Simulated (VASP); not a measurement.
# ZnS (P6_3mc) in VASP: further runs

Runs on ZnS. Level: r2SCAN. Tasks: relaxation of shape and atoms at fixed volume.

Program: VASP 6.6.1. These are calculated values, not measurements. Logs are shortened: lines on timing, memory, paths and dates and some standing lists are left out, and cuts for length are marked.

## (1) The cell of the first run

It takes space group P6_3mc (No. 186, hexagonal). Conventional cell: a = 3.686 Å, b = 3.686 Å, c = 6.062 Å, α = 90.00°, β = 90.00°, γ = 120.00°. Within 3.0 Å of Zn (site symmetry 3m) lie 4 S at 2.26 Å. Within 3.0 Å of S (site symmetry 3m) lie 4 Zn at 2.26 Å.

## (2) Relaxation of shape and atoms at fixed volume, r2SCAN (17.83 Å³/atom)

POSCAR reads:

```
ZnS
1.0
    3.6859953318      0.0000000000      0.0000000000
   -1.8429976659      3.1921655956      0.0000000000
    0.0000000000      0.0000000000      6.0620242724
Zn S
2 2
Direct
    0.3333333333      0.6666666667      0.0057445918
    0.6666666667      0.3333333333      0.5057445918
    0.3333333333      0.6666666667      0.3792554082
    0.6666666667      0.3333333333      0.8792554082
```

INCAR.step1 reads:

```
SYSTEM = ZnS
ALGO = Normal
EDIFF = 1E-4
ENCUT = 600
GGA = PE
ISMEAR = 0
LASPH = .TRUE.
LCHARG = .FALSE.
LREAL = .FALSE.
LWAVE = .TRUE.
NELM = 100
PREC = Accurate
SIGMA = 0.02
```

INCAR.step2 reads:

```
SYSTEM = ZnS
ALGO = Normal
EDIFF = 1E-6
EDIFFG = -0.01
ENCUT = 600
IBRION = 2
ISIF = 4
ISMEAR = 0
ISTART = 1
LASPH = .TRUE.
LCHARG = .FALSE.
LMIXTAU = .TRUE.
LREAL = .FALSE.
LWAVE = .FALSE.
METAGGA = R2SCAN
NELM = 100
NSW = 50
PREC = Accurate
SIGMA = 0.02
```

KPOINTS reads:

```
k-points
0
G
  6 6 4
  0 0 0
```

Potentials or basis: VASP PAW PBE potentials, release 64 (Zn, S).

Launch:

```console
$ cat potpaw_PBE.64/Zn/POTCAR potpaw_PBE.64/S/POTCAR > POTCAR
$ cp INCAR.step1 INCAR
$ mpirun -np 1 vasp_std > vasp.out
$ cp INCAR.step2 INCAR
$ mpirun -np 1 vasp_std > vasp.out
```

OUTCAR:

```text
SYSTEM = ZnS
   EDIFF = 1E-6
   EDIFFG = -0.01
   ENCUT = 600
   IBRION = 2
   ISIF = 4
   ISMEAR = 0
   ISTART = 1
   LASPH = .TRUE.
   LREAL = .FALSE.
   METAGGA = R2SCAN
   NELM = 100
   NSW = 50
   PREC = Accurate

 ion  position               nearest neighbor table
   1  0.333  0.667  0.006-   4 2.26   4 2.26   4 2.26   3 2.26
   2  0.667  0.333  0.506-   3 2.26   3 2.26   3 2.26   4 2.26
   3  0.333  0.667  0.379-   2 2.26   2 2.26   2 2.26   1 2.26
   4  0.667  0.333  0.879-   1 2.26   1 2.26   1 2.26   2 2.26

  LATTYP: Found a hexagonal cell.
 ALAT       =     3.6859953318
 C/A-ratio  =     1.6446098616

  Lattice vectors:

 A1 = (   3.6859953318,   0.0000000000,   0.0000000000)
 A2 = (  -1.8429976659,   3.1921655956,   0.0000000000)
 A3 = (   0.0000000000,   0.0000000000,   6.0620242724)

Analysis of symmetry for initial positions (statically):
=====================================================================
 Subroutine PRICEL returns:
 Original cell was already a primitive cell.

 Routine SETGRP: Setting up the symmetry group for a
 hexagonal supercell.

 Subroutine GETGRP returns: Found 12 space group operations
 (whereof  6 operations were pure point group operations)
 out of a pool of 24 trial point group operations.

The static configuration has the point symmetry C_3v.
 The point group associated with its full space group is C_6v.

Analysis of symmetry for dynamics (positions and initial velocities):
=====================================================================
 Subroutine PRICEL returns:
 Original cell was already a primitive cell.

 Routine SETGRP: Setting up the symmetry group for a
 hexagonal supercell.

 Subroutine GETGRP returns: Found 12 space group operations
 (whereof  6 operations were pure point group operations)
 out of a pool of 24 trial point group operations.

The dynamic configuration has the point symmetry C_3v.
 The point group associated with its full space group is C_6v.

 Subroutine INISYM returns: Found 12 space group operations
 (whereof  6 operations are pure point group operations),
 and found     1 'primitive' translations

----------------------------------------------------------------------------------------

                                     Primitive cell

  volume of cell :      71.3276

  direct lattice vectors                    reciprocal lattice vectors
     3.685995332  0.000000000  0.000000000     0.271297142  0.156633478  0.000000000
    -1.842997666  3.192165596  0.000000000     0.000000000  0.313266956  0.000000000
     0.000000000  0.000000000  6.062024272     0.000000000  0.000000000  0.164961398

  length of vectors
     3.685995332  3.685995332  6.062024272     0.313266956  0.313266956  0.164961398

  position of ions in fractional coordinates (direct lattice)
     0.333333333  0.666666667  0.005744592
     0.666666667  0.333333333  0.505744592
     0.333333333  0.666666667  0.379255408
     0.666666667  0.333333333  0.879255408

  ion indices of the primitive-cell ions
   primitive index   ion index
                 1           1
                 2           2
                 3           3
                 4           4

----------------------------------------------------------------------------------------

 KPOINTS: k-points

Automatic generation of k-mesh.
 Grid dimensions read from file:
 generate k-points for:    6    6    4

 Generating k-lattice:

  Cartesian coordinates                     Fractional coordinates (reciprocal lattice)
     0.045216190  0.026105580  0.000000000     0.166666667  0.000000000  0.000000000
     0.000000000  0.052211159  0.000000000     0.000000000  0.166666667  0.000000000
     0.000000000  0.000000000  0.041240350     0.000000000  0.000000000  0.250000000

  Length of vectors
     0.052211159  0.052211159  0.041240350

  Shift w.r.t. Gamma in fractional coordinates (k-lattice)
     0.000000000  0.000000000  0.000000000

 Subroutine IBZKPT returns following result:
 ===========================================

 Found     21 irreducible k-points:

 Following reciprocal coordinates:
            Coordinates               Weight
  0.000000  0.000000  0.000000      1.000000
  0.166667  0.000000  0.000000      6.000000
  0.333333  0.000000  0.000000      6.000000
  0.500000  0.000000  0.000000      3.000000
  0.166667  0.166667  0.000000      6.000000
  0.333333  0.166667  0.000000     12.000000
[... 13 lines left out ...]
  0.333333  0.166667  0.500000     12.000000
  0.333333  0.333333  0.500000      2.000000
   k-points           NKPTS =     21   k-points in BZ     NKDIM =     21   number of bands    NBANDS=     22
   number of dos      NEDOS =    301   number of ions     NIONS =      4
   total plane-waves  NPLWV =  43200
   dimension x,y,z NGX =    30 NGY =   30 NGZ =   48
   dimension x,y,z NGXF=    60 NGYF=   60 NGZF=   96
   ions per type =               2   2
   NGX,Y,Z   is equivalent  to a cutoff of  13.53, 13.53, 13.16 a.u.
   NGXF,Y,Z  is equivalent  to a cutoff of  27.06, 27.06, 26.33 a.u.
 SYSTEM =  ZnS
   PREC   = accura    normal or accurate (medium, high low for compatibility)
   ISTART =      1    job   : 0-new  1-cont  2-samecut
   ICHARG =      0    charge: 1-file 2-atom 10-const
   ISPIN  =      1    spin polarized calculation?
   LNONCOLLINEAR =      F non collinear calculations
   LSORBIT =      F    spin-orbit coupling
   LASPH  =      T    aspherical Exc in radial PAW
   ENCUT  =  600.0 eV  44.10 Ry    6.64 a.u.   7.36  7.36 12.11*2*pi/ulx,y,z
   NELM   =    100;   NELMIN=  2; NELMDL=  0     # of ELM steps
   EDIFF  = 0.1E-05   stopping-criterion for ELM
   LREAL  =      F    real-space projection
   EDIFFG = -.1E-01   stopping-criterion for IOM
   NSW    =     50    number of steps for IOM
   IBRION =      2    ionic relax: 0-MD 1-quasi-New 2-CG
   NFREE  =      1    steps in history (QN), initial steepest desc. (CG)
   ISIF   =      4    stress and relaxation
   ISYM   =      2    0-nonsym 1-usesym 2-fastsym
   POTIM  = 0.5000    time-step for ionic-motion
   TEBEG  =    0.0;   TEEND  =   0.0 temperature during run
   PSTRESS=    0.0 pullay stress
   NELECT =      36.0000    total number of electrons
   NUPDOWN=      -1.0000    fix difference up-down
   EMIN   =  10.00;   EMAX   =-10.00  energy-range for DOS
   EFERMI =   0.00;   METHOD = LEGACY
   ISMEAR =     0;   SIGMA  =   0.02  broadening in eV -4-tet -1-fermi 0-gaus
   EFERMI_NEDOS =   21; number of points for ismear=-14 and -15
   IALGO  =     38    algorithm
   IMIX   =      4    mixing-type and parameters
     AMIX     =   0.40;   BMIX     =  1.00
     AMIX_MAG =   1.60;   BMIX_MAG =  1.00
  volume/ion in A,a.u.               =      17.83       120.34
  Fermi-wavevector in a.u.,A,eV,Ry     =   1.303436  2.463137 23.115555  1.698945
  Thomas-Fermi vector in A             =   2.434438
   LORBIT       =      0    0 simple, 1 ext, 2 COOP (PROOUT), +10 PAW based schemes
   METAGGA = R2SCAN    functional components
   LHFCALC =     F    Hartree Fock is set to
   AEXX    =    0.0000 exact exchange contribution
   IVDW    =     0    specifies the selected vdW correction
   LEPSILON=     F    determine dielectric tensor
   LRPA    =     F    only Hartree local field effects (RPA)
 conjugate gradient relaxation of ions
 non-spin polarized calculation
 Gauss-broadening in eV      SIGMA  =   0.02
  energy-cutoff  :      600.00
  volume of cell :       71.33
 maximum number of plane-waves:      2406
 NGX is ok and might be reduce to    30
   NGX = 15   NGY = 15   NGZ = 25

 number of electron      35.9999975 magnetization

 Free energy of the ion-electron system (eV)
  ---------------------------------------------------
  ext. energy  EPLUGINS =         0.00000000
  ---------------------------------------------------
  free energy    TOTEN  =       -37.54032283 eV

  energy without entropy =      -37.54032283  energy(sigma->0) =      -37.54032283

 E-fermi :   2.9637     XC(G=0): -10.7998

 val. band max:        2.8677407618   @ k =   0.0000   0.0000   0.0000
 cond. band min:       6.1109070279   @ k =   0.0000   0.0000   0.0000
 fundamental gap:      3.2431662661
 Fermi energy:         2.9637118689

 k-point     1 :       0.0000    0.0000    0.0000
  band No.  band energies     occupation
      1     -11.6270      2.00000
      2     -10.4821      2.00000
      3      -4.1166      2.00000
      4      -4.0921      2.00000
      5      -4.0920      2.00000
      6      -3.9833      2.00000
[... 14 lines left out ...]
     21       9.5762      0.00000
     22       9.5762      0.00000

 k-point     2 :       0.1667    0.0000    0.0000
  band No.  band energies     occupation
      1     -11.4059      2.00000
      2     -10.3591      2.00000
      3      -4.1203      2.00000
      4      -4.0693      2.00000
      5      -4.0487      2.00000
      6      -3.9602      2.00000
[... 14 lines left out ...]
     21       9.1240      0.00000
     22      10.1060      0.00000

 k-point     3 :       0.3333    0.0000    0.0000
  band No.  band energies     occupation
      1     -10.8689      2.00000
      2     -10.1368      2.00000
      3      -4.1352      2.00000
      4      -4.0063      2.00000
      5      -3.9806      2.00000
      6      -3.8131      2.00000
[... 14 lines left out ...]
     21       8.7832      0.00000
     22      10.2813      0.00000

 k-point     4 :       0.5000    0.0000    0.0000
  band No.  band energies     occupation
      1     -10.4908      2.00000
      2     -10.0909      2.00000
      3      -4.1111      2.00000
      4      -3.9586      2.00000
      5      -3.8620      2.00000
      6      -3.7852      2.00000
[... 14 lines left out ...]
     21       8.2127      0.00000
     22      10.1405      0.00000

 k-point     5 :       0.1667    0.1667    0.0000
  band No.  band energies     occupation
      1     -11.0223      2.00000
      2     -10.1854      2.00000
      3      -4.0870      2.00000
      4      -4.0414      2.00000
      5      -3.9986      2.00000
      6      -3.8988      2.00000
[... 14 lines left out ...]
     21       8.8979      0.00000
     22       9.0323      0.00000

 k-point     6 :       0.3333    0.1667    0.0000
  band No.  band energies     occupation
      1     -10.5103      2.00000
      2     -10.0810      2.00000
      3      -4.0768      2.00000
      4      -3.9486      2.00000
      5      -3.8511      2.00000
      6      -3.7497      2.00000
[... 14 lines left out ...]
     21       8.8899      0.00000
     22      10.4064      0.00000

 k-point     7 :       0.3333    0.3333    0.0000
  band No.  band energies     occupation
      1     -10.1895      2.00000
      2     -10.1895      2.00000
      3      -4.0838      2.00000
      4      -3.8269      2.00000
      5      -3.8268      2.00000
      6      -3.6584      2.00000
[... 249 lines left out ...]
      6      -3.8833      2.00000
[... 14 lines left out ...]
     21       8.9855      0.00000
     22       8.9855      0.00000

 k-point    18 :       0.5000    0.0000    0.5000
  band No.  band energies     occupation
      1     -10.2786      2.00000
      2     -10.2786      2.00000
      3      -4.1478      2.00000
      4      -4.1478      2.00000
      5      -3.8345      2.00000
      6      -3.8345      2.00000
[... 14 lines left out ...]
     21       8.4348      0.00000
     22       8.4348      0.00000

 k-point    19 :       0.1667    0.1667    0.5000
  band No.  band energies     occupation
      1     -10.6243      2.00000
      2     -10.6243      2.00000
      3      -4.1305      2.00000
      4      -4.1305      2.00000
      5      -3.9419      2.00000
      6      -3.9419      2.00000
[... 14 lines left out ...]
     21       9.4848      0.00000
     22       9.4848      0.00000

 k-point    20 :       0.3333    0.1667    0.5000
  band No.  band energies     occupation
      1     -10.2852      2.00000
      2     -10.2852      2.00000
      3      -4.0756      2.00000
      4      -4.0756      2.00000
      5      -3.8566      2.00000
      6      -3.8566      2.00000
[... 14 lines left out ...]
     21       9.2971      0.00000
     22       9.2971      0.00000

 k-point    21 :       0.3333    0.3333    0.5000
  band No.  band energies     occupation
      1     -10.1683      2.00000
      2     -10.1683      2.00000
      3      -3.9628      2.00000
      4      -3.9628      2.00000
      5      -3.9039      2.00000
      6      -3.9039      2.00000
[... 14 lines left out ...]
     21       9.4983      0.00000
     22       9.4983      0.00000

------------------------ aborting loop because EDIFF is reached ----------------------------------------

  FORCE on cell =-STRESS in cart. coord.  units (eV):
  Direction    XX          YY          ZZ          XY          YZ          ZX
  --------------------------------------------------------------------------------------
  -------------------------------------------------------------------------------------
  Total        4.0353285      4.0353285      4.0541544      0.0000000     -0.0000000      0.0000000
  in kB       90.6424446     90.6424446     91.0653156      0.0000000     -0.0000000      0.0000000
  external PRESSURE =      90.7834016 kB  Pullay stress =       0.0000000 kB

 VOLUME and BASIS-vectors are now :
 -----------------------------------------------------------------------------
  energy-cutoff  :      600.00
  volume of cell :       71.33
      direct lattice vectors                 reciprocal lattice vectors
     3.685995332  0.000000000  0.000000000     0.271297142  0.156633478  0.000000000
    -1.842997666  3.192165596  0.000000000     0.000000000  0.313266956  0.000000000
     0.000000000  0.000000000  6.062024272     0.000000000  0.000000000  0.164961398

 POSITION                                       TOTAL-FORCE (eV/Angst)
 -----------------------------------------------------------------------------------
     -0.00000      2.12811      0.03482        -0.000000      0.000000      0.002600
      1.84300      1.06406      3.06584         0.000000     -0.000000      0.002600
     -0.00000      2.12811      2.29906        -0.000000      0.000000     -0.002600
      1.84300      1.06406      5.33007        -0.000000     -0.000000     -0.002600
 -----------------------------------------------------------------------------------
    total drift:                               -0.000000     -0.000000     -0.062297

  FREE ENERGIE OF THE ION-ELECTRON SYSTEM (eV)
  ---------------------------------------------------
  free  energy   TOTEN  =       -37.5403228295 eV

  energy  without entropy=      -37.5403228295  energy(sigma->0) =      -37.54032283

 reached required accuracy - stopping structural energy minimisation
```

Wall time 66 s (1 thread of Intel Xeon 6975P-C (Granite Rapids), shared host); peak memory 0.22 GiB.

Results:

```yaml
Free_energy: -37.5403 eV
Pressure_after_relaxing: 9.1 GPa
Band_gap_on_the_k_mesh: 3.24 eV
```

Forces on the atoms (eV/Å):
```
Zn   0.000  0.000  0.003
Zn   0.000  0.000  0.003
S    0.000  0.000 -0.003
S    0.000  0.000 -0.003
```

Final structure:
```cif
data_structure
_symmetry_space_group_name_H-M 'P 1'
_symmetry_Int_Tables_number 1
_cell_length_a 3.6860
_cell_length_b 3.6860
_cell_length_c 6.0620
_cell_angle_alpha 90.000
_cell_angle_beta 90.000
_cell_angle_gamma 120.000
_cell_volume 71.33
loop_
_atom_site_label
_atom_site_type_symbol
_atom_site_fract_x
_atom_site_fract_y
_atom_site_fract_z
_atom_site_occupancy
Zn1 Zn 0.33333 0.66667 0.00574 1
Zn2 Zn 0.66667 0.33333 0.50574 1
S1 S 0.33333 0.66667 0.37926 1
S2 S 0.66667 0.33333 0.87926 1
```

Caveat: the relaxation stopped at its first step, so nothing moved; the PAW data sets were made with another functional, which shifts forces and pressure a little.

(Part 1 of 2 ends here.)
